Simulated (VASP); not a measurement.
# Rb (Cmcm) in VASP: single point with PBEsol

Aim: the single point of Rb with PBEsol.

All numbers are computed with VASP 6.6.1; they aren't measurements. Logs are shortened: lines on timing, memory, paths and dates and some standing lists are left out, and cuts for length are marked.

### Step 1. The cell of the first run

It takes space group Cmcm (No. 63, orthorhombic). The conventional cell has a = 5.193 Å, b = 8.622 Å, c = 8.321 Å, α = 90.00°, β = 90.00°, γ = 90.00°.

### Step 2. Single point, PBEsol (K replaced by Rb, lengths x 1.050, strained)

INCAR

```
ALGO = Fast
EDIFF = 1E-6
ENCUT = 520
GGA = PS
ISIF = 2
ISMEAR = 0
LASPH = T
LCHARG = F
LREAL = F
LWAVE = F
NBANDS = 16
NELM = 80
PREC = Accurate
SIGMA = 0.1
```

KPOINTS

```
k-points
0
Gamma
  10 10 6
```

POSCAR

```
Rb
1.0
    2.5967426825     -4.3112244197      0.0000000000
    2.5967426825      4.3112244197      0.0000000000
    0.0000000000      0.0000000000      8.3205670997
Rb
2
Direct
    0.8206130200      0.1793869800      0.2500000000
    0.1793869800      0.8206130200      0.7500000000
```

Potentials or basis: VASP PAW PBE potentials, release 64 (Rb_sv).

Started as:

```sh
cat potpaw_PBE.64/Rb_sv/POTCAR > POTCAR
mpirun -np 1 vasp_std > vasp.out
```

OUTCAR:

```text
EDIFF = 1E-6
   ENCUT = 520
   GGA = PS
   ISIF = 2
   ISMEAR = 0
   LASPH = T
   LREAL = F
   NELM = 80
   PREC = Accurate

 ion  position               nearest neighbor table
   1  0.821  0.179  0.250-   2 5.05   2 5.05   2 5.05   2 5.05   2 5.18   2 5.18
   2  0.179  0.821  0.750-   1 5.05   1 5.05   1 5.05   1 5.05   1 5.18   1 5.18

  LATTYP: Found a base centered orthorhombic cell.
 ALAT       =     5.1934853650
 B/A-ratio  =     1.6602432150
 C/A-ratio  =     1.6021162119

  Lattice vectors:

 A1 = (   2.5967426825,  -4.3112244197,   0.0000000000)
 A2 = (   2.5967426825,   4.3112244197,   0.0000000000)
 A3 = (   0.0000000000,   0.0000000000,   8.3205670997)

Analysis of symmetry for initial positions (statically):
=====================================================================
 Subroutine PRICEL returns:
 Original cell was already a primitive cell.

 Routine SETGRP: Setting up the symmetry group for a
 base centered orthorhombic supercell.

 Subroutine GETGRP returns: Found  8 space group operations
 (whereof  4 operations were pure point group operations)
 out of a pool of  8 trial point group operations.

The static configuration has the point symmetry C_2h.
 The point group associated with its full space group is D_2h.

Analysis of symmetry for dynamics (positions and initial velocities):
=====================================================================
 Subroutine PRICEL returns:
 Original cell was already a primitive cell.

 Routine SETGRP: Setting up the symmetry group for a
 base centered orthorhombic supercell.

 Subroutine GETGRP returns: Found  8 space group operations
 (whereof  4 operations were pure point group operations)
 out of a pool of  8 trial point group operations.

The dynamic configuration has the point symmetry C_2h.
 The point group associated with its full space group is D_2h.

 Subroutine INISYM returns: Found  8 space group operations
 (whereof  4 operations are pure point group operations),
 and found     1 'primitive' translations

----------------------------------------------------------------------------------------

                                     Primitive cell

  volume of cell :     186.2998

  direct lattice vectors                    reciprocal lattice vectors
     2.596742682 -4.311224420  0.000000000     0.192548920 -0.115976333  0.000000000
     2.596742682  4.311224420  0.000000000     0.192548920  0.115976333  0.000000000
     0.000000000  0.000000000  8.320567100     0.000000000  0.000000000  0.120184116

  length of vectors
     5.032864846  5.032864846  8.320567100     0.224778995  0.224778995  0.120184116

  position of ions in fractional coordinates (direct lattice)
     0.820613020  0.179386980  0.250000000
     0.179386980  0.820613020  0.750000000

  ion indices of the primitive-cell ions
   primitive index   ion index
                 1           1
                 2           2

----------------------------------------------------------------------------------------

 KPOINTS: k-points

Automatic generation of k-mesh.
 Grid dimensions read from file:
 generate k-points for:   10   10    6

 Generating k-lattice:

  Cartesian coordinates                     Fractional coordinates (reciprocal lattice)
     0.019254892 -0.011597633  0.000000000     0.100000000  0.000000000  0.000000000
     0.019254892  0.011597633  0.000000000     0.000000000  0.100000000  0.000000000
     0.000000000  0.000000000  0.020030686     0.000000000  0.000000000  0.166666667

  Length of vectors
     0.022477900  0.022477900  0.020030686

  Shift w.r.t. Gamma in fractional coordinates (k-lattice)
     0.000000000  0.000000000  0.000000000

 Subroutine IBZKPT returns following result:
 ===========================================

 Found    124 irreducible k-points:

 Following reciprocal coordinates:
            Coordinates               Weight
  0.000000  0.000000  0.000000      1.000000
  0.100000 -0.000000  0.000000      4.000000
  0.200000 -0.000000  0.000000      4.000000
  0.300000 -0.000000  0.000000      4.000000
  0.400000 -0.000000  0.000000      4.000000
  0.500000 -0.000000  0.000000      2.000000
[... 16 lines left out ...]
  0.300000  0.300000  0.000000      2.000000
  0.400000  0.300000  0.000000      4.000000
 [... further k-points ...]
   k-points           NKPTS =    124   k-points in BZ     NKDIM =    124   number of bands    NBANDS=     16
   number of dos      NEDOS =    301   number of ions     NIONS =      2
   total plane-waves  NPLWV = 102400
   dimension x,y,z NGX =    40 NGY =   40 NGZ =   64
   dimension x,y,z NGXF=    80 NGYF=   80 NGZF=  128
   ions per type =               2
   NGX,Y,Z   is equivalent  to a cutoff of  13.21, 13.21, 12.79 a.u.
   NGXF,Y,Z  is equivalent  to a cutoff of  26.43, 26.43, 25.57 a.u.
 SYSTEM =  unknown system
   PREC   = accura    normal or accurate (medium, high low for compatibility)
   ISTART =      0    job   : 0-new  1-cont  2-samecut
   ICHARG =      2    charge: 1-file 2-atom 10-const
   ISPIN  =      1    spin polarized calculation?
   LNONCOLLINEAR =      F non collinear calculations
   LSORBIT =      F    spin-orbit coupling
   LASPH  =      T    aspherical Exc in radial PAW
   ENCUT  =  520.0 eV  38.22 Ry    6.18 a.u.   9.36  9.36 15.47*2*pi/ulx,y,z
   NELM   =     80;   NELMIN=  2; NELMDL= -5     # of ELM steps
   EDIFF  = 0.1E-05   stopping-criterion for ELM
   LREAL  =      F    real-space projection
   EDIFFG = 0.1E-04   stopping-criterion for IOM
   NSW    =      0    number of steps for IOM
   IBRION =     -1    ionic relax: 0-MD 1-quasi-New 2-CG
   NFREE  =      0    steps in history (QN), initial steepest desc. (CG)
   ISIF   =      2    stress and relaxation
   ISYM   =      2    0-nonsym 1-usesym 2-fastsym
   POTIM  = 0.5000    time-step for ionic-motion
   TEBEG  =    0.0;   TEEND  =   0.0 temperature during run
   PSTRESS=    0.0 pullay stress
   NELECT =      18.0000    total number of electrons
   NUPDOWN=      -1.0000    fix difference up-down
   EMIN   =  10.00;   EMAX   =-10.00  energy-range for DOS
   EFERMI =   0.00;   METHOD = LEGACY
   ISMEAR =     0;   SIGMA  =   0.10  broadening in eV -4-tet -1-fermi 0-gaus
   EFERMI_NEDOS =   21; number of points for ismear=-14 and -15
   IALGO  =     68    algorithm
   IMIX   =      4    mixing-type and parameters
     AMIX     =   0.40;   BMIX     =  1.00
     AMIX_MAG =   1.60;   BMIX_MAG =  1.00
  volume/ion in A,a.u.               =      93.15       628.61
  Fermi-wavevector in a.u.,A,eV,Ry     =   0.751210  1.419582  7.677997  0.564317
  Thomas-Fermi vector in A             =   1.848139
   LORBIT       =      0    0 simple, 1 ext, 2 COOP (PROOUT), +10 PAW based schemes
   GGA     = PS    functional components
   LHFCALC =     F    Hartree Fock is set to
   AEXX    =    0.0000 exact exchange contribution
   IVDW    =     0    specifies the selected vdW correction
   LEPSILON=     F    determine dielectric tensor
   LRPA    =     F    only Hartree local field effects (RPA)
 non-spin polarized calculation
 RMM-DIIS sequential band-by-band and
 Gauss-broadening in eV      SIGMA  =   0.10
  energy-cutoff  :      520.00
  volume of cell :      186.30
 maximum number of plane-waves:      5048
 NGX is ok and might be reduce to    40
   NGX = 19   NGY = 19   NGZ = 31

 number of electron      18.0000000 magnetization

 Free energy of the ion-electron system (eV)
  ---------------------------------------------------
  ext. energy  EPLUGINS =         0.00000000
  ---------------------------------------------------
  free energy    TOTEN  =        -2.04800792 eV

  energy without entropy =       -2.03913606  energy(sigma->0) =       -2.04357199

 E-fermi :  -0.1186     XC(G=0):  -5.4623

 val. band max:       -0.1239528160   @ k =  -0.2000   0.1000   0.1667
 cond. band min:      -0.1016007505   @ k =   0.5000   0.3000   0.3333
 fundamental gap:      0.0223520655
 Fermi energy:        -0.1185718860

 k-point     1 :       0.0000    0.0000    0.0000
  band No.  band energies     occupation
      1     -28.9686      2.00000
      2     -28.9653      2.00000
      3     -13.1055      2.00000
      4     -13.0344      2.00000
      5     -13.0268      2.00000
      6     -13.0191      2.00000
[... 8 lines left out ...]
     15       3.6819      0.00000
     16       3.8558      0.00000

 k-point     2 :       0.1000   -0.0000    0.0000
  band No.  band energies     occupation
      1     -28.9684      2.00000
      2     -28.9652      2.00000
      3     -13.1027      2.00000
      4     -13.0394      2.00000
      5     -13.0299      2.00000
      6     -13.0254      2.00000
[... 8 lines left out ...]
     15       3.6979      0.00000
     16       3.8628      0.00000

 k-point     3 :       0.2000   -0.0000    0.0000
  band No.  band energies     occupation
      1     -28.9676      2.00000
      2     -28.9649      2.00000
      3     -13.0948      2.00000
      4     -13.0546      2.00000
      5     -13.0423      2.00000
      6     -13.0354      2.00000
[... 8 lines left out ...]
     15       3.6683      0.00000
     16       3.8566      0.00000

 k-point     4 :       0.3000   -0.0000    0.0000
  band No.  band energies     occupation
      1     -28.9666      2.00000
      2     -28.9645      2.00000
      3     -13.0834      2.00000
      4     -13.0745      2.00000
      5     -13.0628      2.00000
      6     -13.0410      2.00000
[... 8 lines left out ...]
     15       3.5970      0.00000
     16       3.9356      0.00000
[... 324 lines left out ...]
 k-point    22 :      -0.2000    0.2000    0.0000
  band No.  band energies     occupation
      1     -28.9675      2.00000
      2     -28.9646      2.00000
      3     -13.0954      2.00000
      4     -13.0528      2.00000
      5     -13.0429      2.00000
      6     -13.0425      2.00000
[... 8 lines left out ...]
     15       3.4903      0.00000
     16       3.6163      0.00000

 k-point    23 :       0.3000    0.3000    0.0000
  band No.  band energies     occupation
      1     -28.9645      2.00000
      2     -28.9645      2.00000
      3     -13.0824      2.00000
      4     -13.0721      2.00000
      5     -13.0690      2.00000
      6     -13.0565      2.00000
[... 8 lines left out ...]
     15       2.4486      0.00000
     16       3.1299      0.00000

 k-point    24 :       0.4000    0.3000    0.0000
  band No.  band energies     occupation
      1     -28.9647      2.00000
      2     -28.9640      2.00000
      3     -13.0872      2.00000
      4     -13.0771      2.00000
      5     -13.0672      2.00000
      6     -13.0600      2.00000
[... 8 lines left out ...]
     15       2.4631      0.00000
     16       3.2416      0.00000

 [... further k-points ...]

------------------------ aborting loop because EDIFF is reached ----------------------------------------

  FORCE on cell =-STRESS in cart. coord.  units (eV):
  Direction    XX          YY          ZZ          XY          YZ          ZX
  --------------------------------------------------------------------------------------
  -------------------------------------------------------------------------------------
  Total       -0.2166759     -0.1781277     -0.2524890      0.0000000      0.0000000      0.0000000
  in kB       -1.8634112     -1.5318970     -2.1714036      0.0000000      0.0000000      0.0000000
  external PRESSURE =      -1.8555706 kB  Pullay stress =       0.0000000 kB

 VOLUME and BASIS-vectors are now :
 -----------------------------------------------------------------------------
  energy-cutoff  :      520.00
  volume of cell :      186.30
      direct lattice vectors                 reciprocal lattice vectors
     2.596742682 -4.311224420  0.000000000     0.192548920 -0.115976333  0.000000000
     2.596742682  4.311224420  0.000000000     0.192548920  0.115976333  0.000000000
     0.000000000  0.000000000  8.320567100     0.000000000  0.000000000  0.120184116

 POSITION                                       TOTAL-FORCE (eV/Angst)
 -----------------------------------------------------------------------------------
      2.59674     -2.76447      2.08014         0.000000     -0.002440     -0.000000
      2.59674      2.76447      6.24043         0.000000      0.002440      0.000000
 -----------------------------------------------------------------------------------
    total drift:                                0.000000     -0.000000      0.000000

  FREE ENERGIE OF THE ION-ELECTRON SYSTEM (eV)
  ---------------------------------------------------
  free  energy   TOTEN  =        -2.0480079162 eV

  energy  without entropy=       -2.0391360573  energy(sigma->0) =       -2.04357199
```

It took 2.1 min on 1 thread of Intel Xeon 6975P-C (Granite Rapids), shared host; peak memory 0.49 GiB.

What came out:

- Free energy: -2.0480 eV
- Pressure: -0.2 GPa
- Band gap on the k mesh: zero (bands 9 and 10 overlap by 2.10 eV)

Forces in eV/Å, atoms in the order of the input:
```
Rb   0.000 -0.002  0.000
Rb   0.000  0.002  0.000
```

Caveat: the cell differs from its parent crystal (K replaced by Rb, lengths x 1.050, strained); the PAW data sets were made with another functional, which shifts forces and pressure a little.
